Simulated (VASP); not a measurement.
# SiC (P6_3mc) in VASP: further runs, part 2 of 2

VASP 6.6.1.

## 3. Single point, PBE (strain +0.080 along x and y, -0.040 along z)

Input file INCAR:

```
PREC = Accurate
ENCUT = 520
EDIFF = 1E-7
ISMEAR = 0
SIGMA = 0.05
LREAL = F
LASPH = T
NELM = 100
ALGO = Normal
ISIF = 2
LWAVE = F
LCHARG = T
GGA = PE
LELF = T
LVHAR = T
NBANDS = 16
```

Input file KPOINTS:

```
regular mesh
0
Gamma
  12 12 6
```

Input file POSCAR:

```
SiC
1.0
    3.3391077199      0.0000000000      0.0000000000
   -1.6695538599      2.8917521114      0.0000000000
    0.0000000000      0.0000000000      4.8710603303
Si C
2 2
Direct
    0.3333333333      0.6666666667      0.0045635313
    0.6666666667      0.3333333333      0.5045635313
    0.3333333333      0.6666666667      0.3804364687
    0.6666666667      0.3333333333      0.8804364687
```

Potentials or basis: VASP PAW PBE potentials, release 64 (Si, C).

Launch:

```sh
$ cat potpaw_PBE.64/Si/POTCAR potpaw_PBE.64/C/POTCAR > POTCAR
$ mpirun -np 1 vasp_std > vasp.out
```

It took 90 s on 1 thread of Intel Xeon 8259CL, shared host; peak memory 0.19 GiB.

It converged, with:

- Free energy: -29.1961 eV
- Pressure: -16.1 GPa
- Largest force: 1.018 eV/Å
- Band gap on the k mesh: 1.74 eV (least direct gap 2.10 eV)

Forces in eV/Å, atoms in the order of the input:
```
Si   0.000  0.000 -1.018
Si   0.000  0.000 -1.018
C    0.000  0.000  1.018
C    0.000  0.000  1.018
```

Stress tensor (GPa, compression positive):
```
-33.24   0.00   0.00
  0.00 -33.24   0.00
  0.00   0.00  18.31
```

Levels at points of the mesh, in eV from the valence-band top:
```tsv
k point	band 6	band 7	band 8	band 9	band 10	band 11
(0.00, 0.00, 0.00)	-0.05	-0.05	0.00	2.10	4.70	5.14
(0.50, 0.00, 0.00)	-3.60	-3.09	-0.88	1.74	4.66	5.84
(0.00, 0.00, 0.50)	-1.09	-1.09	-1.09	3.68	3.68	5.98
(0.50, 0.00, 0.50)	-2.54	-1.75	-1.75	2.99	2.99	5.56
```

Caveat: the cell differs from its parent crystal (strain +0.080 along x and y, -0.040 along z); the cell stands under tension; forces of over 1 eV/Å act on the atoms, so gaps and moduli don't describe the material at rest.

## 4. Single point, PBE (strain +0.040 along x and y, +0.040 along z)

Input file INCAR:

```
PREC = Accurate
ENCUT = 520
EDIFF = 1E-6
ISMEAR = 0
SIGMA = 0.05
LREAL = F
LASPH = T
NELM = 60
ALGO = Normal
ISIF = 2
LWAVE = F
LCHARG = F
GGA = PE
NBANDS = 16
```

Input file KPOINTS:

```
Automatic mesh
0
Gamma
  12 12 6
```

Input file POSCAR:

```
SiC
1.0
    3.2154370636      0.0000000000      0.0000000000
   -1.6077185318      2.7846501814      0.0000000000
    0.0000000000      0.0000000000      5.2769820245
Si C
2 2
Direct
    0.3333333333      0.6666666667      0.0045635313
    0.6666666667      0.3333333333      0.5045635313
    0.3333333333      0.6666666667      0.3804364687
    0.6666666667      0.3333333333      0.8804364687
```

Potentials or basis: VASP PAW PBE potentials, release 64 (Si, C).

Launch:

```sh
$ cat potpaw_PBE.64/Si/POTCAR potpaw_PBE.64/C/POTCAR > POTCAR
$ mpirun -np 1 vasp_std > vasp.out
```

OUTCAR:

```text
PREC = Accurate
   ENCUT = 520
   EDIFF = 1E-6
   ISMEAR = 0
   LREAL = F
   LASPH = T
   NELM = 60
   ISIF = 2
   GGA = PE

 ion  position               nearest neighbor table
   1  0.333  0.667  0.005-   4 1.97   4 1.97   4 1.97   3 1.98
   2  0.667  0.333  0.505-   3 1.97   3 1.97   3 1.97   4 1.98
   3  0.333  0.667  0.380-   2 1.97   2 1.97   2 1.97   1 1.98
   4  0.667  0.333  0.880-   1 1.97   1 1.97   1 1.97   2 1.98

  LATTYP: Found a hexagonal cell.
 ALAT       =     3.2154370636
[... 649 lines left out ...]
     15      16.8757      0.00000
     16      17.7458      0.00000

 [... further k-points ...]
[... 5 lines left out ...]
  --------------------------------------------------------------------------------------
  -------------------------------------------------------------------------------------
  Total       -5.8936991     -5.8936991     -5.7620810      0.0000000      0.0000000      0.0000000
  in kB     -199.8491330   -199.8491330   -195.3861024      0.0000000      0.0000000      0.0000000
  external PRESSURE =    -198.3614561 kB  Pullay stress =       0.0000000 kB

 VOLUME and BASIS-vectors are now :
 -----------------------------------------------------------------------------
  energy-cutoff  :      520.00
  volume of cell :       47.25
      direct lattice vectors                 reciprocal lattice vectors
     3.215437064  0.000000000  0.000000000     0.310999712  0.179555767  0.000000000
    -1.607718532  2.784650181  0.000000000     0.000000000  0.359111535  0.000000000
     0.000000000  0.000000000  5.276982024     0.000000000  0.000000000  0.189502256

 POSITION                                       TOTAL-FORCE (eV/Angst)
 -----------------------------------------------------------------------------------
     -0.00000      1.85643      0.02408        -0.000000      0.000000     -0.017228
      1.60772      0.92822      2.66257         0.000000     -0.000000     -0.017228
     -0.00000      1.85643      2.00756         0.000000     -0.000000      0.017228
      1.60772      0.92822      4.64605        -0.000000      0.000000      0.017228
 -----------------------------------------------------------------------------------
    total drift:                               -0.000000      0.000000      0.000589

  FREE ENERGIE OF THE ION-ELECTRON SYSTEM (eV)
  ---------------------------------------------------
  free  energy   TOTEN  =       -29.7532080321 eV

  energy  without entropy=      -29.7532080321  energy(sigma->0) =      -29.75320803
```

stdout:

```text
POSCAR found type information on POSCAR SiC
 POSCAR found :  2 types and       4 ions
 scaLAPACK will be used
 LDA part: xc-table for (Slater+PW92), standard interpolation
 POSCAR, INCAR and KPOINTS ok, starting setup
 FFT: planning ... GRIDC
 FFT: planning ... GRID_SOFT
 FFT: planning ... GRID
 WAVECAR not read
 entering main loop
```

Run time: 57 s. Hardware: 1 thread of Intel Xeon 8259CL, shared host; peak memory 0.18 GiB.

What came out:

* Free energy: -29.7532 eV
* Pressure: -19.8 GPa
* Largest force: 0.017 eV/Å
* Band gap on the k mesh: 2.50 eV (least direct gap 3.71 eV)

Forces in eV/Å, atoms in the order of the input:
```
Si   0.000  0.000 -0.017
Si   0.000  0.000 -0.017
C    0.000  0.000  0.017
C    0.000  0.000  0.017
```

Caveat: the cell differs from its parent crystal (strain +0.040 along x and y, +0.040 along z); the cell stands under tension.

## 5. Single point, PBE (strain +0.080 along x and y, +0.000 along z)

INCAR: that of step 4 with these lines changed.

```diff
@@ -7,3 +7,3 @@
 LASPH = T
-NELM = 60
+NELM = 80
 ALGO = Normal
```

Input file KPOINTS:

```
regular mesh
0
Gamma
  12 12 6
```

Input file POSCAR:

```
SiC
1.0
    3.3391077199      0.0000000000      0.0000000000
   -1.6695538599      2.8917521114      0.0000000000
    0.0000000000      0.0000000000      5.0740211774
Si C
2 2
Direct
    0.3333333333      0.6666666667      0.0045635313
    0.6666666667      0.3333333333      0.5045635313
    0.3333333333      0.6666666667      0.3804364687
    0.6666666667      0.3333333333      0.8804364687
```

Launch:

```sh
$ cat potpaw_PBE.64/Si/POTCAR potpaw_PBE.64/C/POTCAR > POTCAR
$ mpirun -np 1 vasp_std > vasp.out
```

Wall time 1.7 min (1 thread of Intel Xeon 8259CL, shared host); peak memory 0.2 GiB.

The run converged. Its results:

- Free energy: -29.2822 eV
- Pressure: -22.9 GPa
- Largest force: 0.355 eV/Å
- Band gap on the k mesh: 1.99 eV (least direct gap 2.40 eV)

Forces on the atoms (eV/Å):
```
Si   0.000  0.000 -0.355
Si   0.000  0.000 -0.355
C    0.000  0.000  0.355
C    0.000  0.000  0.355
```

Stress tensor (GPa, compression positive):
```
-32.72   0.00   0.00
  0.00 -32.72   0.00
  0.00   0.00  -3.22
```

Levels at points of the mesh, in eV from the valence-band top:
| k point | band 6 | band 7 | band 8 | band 9 | band 10 | band 11 |
| --- | --- | --- | --- | --- | --- | --- |
| (0.00, 0.00, 0.00) | -0.03 | -0.03 | 0.00 | 2.40 | 4.41 | 5.21 |
| (0.50, 0.00, 0.00) | -3.30 | -2.93 | -0.96 | 1.99 | 4.37 | 5.64 |
| (0.00, 0.00, 0.50) | -0.92 | -0.92 | -0.92 | 3.73 | 3.73 | 6.05 |
| (0.50, 0.00, 0.50) | -2.36 | -1.88 | -1.88 | 2.92 | 2.92 | 5.05 |

Caveat: the cell differs from its parent crystal (strain +0.080 along x and y, +0.000 along z); the cell stands under tension. A k mesh can miss the band edges.

## 6. Summary

```csv
cell,gap on the mesh (eV),pressure (GPa),largest force (eV/Å)
"a = 3.215, b = 3.215, c = 5.074 Å, angles 90.0, 90.0, 120.0°, 4 atoms",2.36,-14.0,0.26
"a = 3.339, b = 3.339, c = 4.871 Å, angles 90.0, 90.0, 120.0°, 4 atoms",1.74,-16.1,1.02
"a = 3.215, b = 3.215, c = 5.277 Å, angles 90.0, 90.0, 120.0°, 4 atoms",2.50,-19.8,0.02
"a = 3.339, b = 3.339, c = 5.074 Å, angles 90.0, 90.0, 120.0°, 4 atoms",1.99,-22.9,0.35
```

Alike in all rows: task single point; level PBE; potentials or basis VASP PAW PBE potentials, release 64 (Si, C); no spin polarisation; k mesh 12 × 12 × 6; cutoff (eV) 520; smearing gaussian 0.05 eV.

Caveats: the cell stands under tension; forces of over 1 eV/Å act on the atoms, so gaps and moduli don't describe the material at rest (at least some runs).

Total energies depend on the potentials used, so only differences within one code and one set of settings carry meaning.
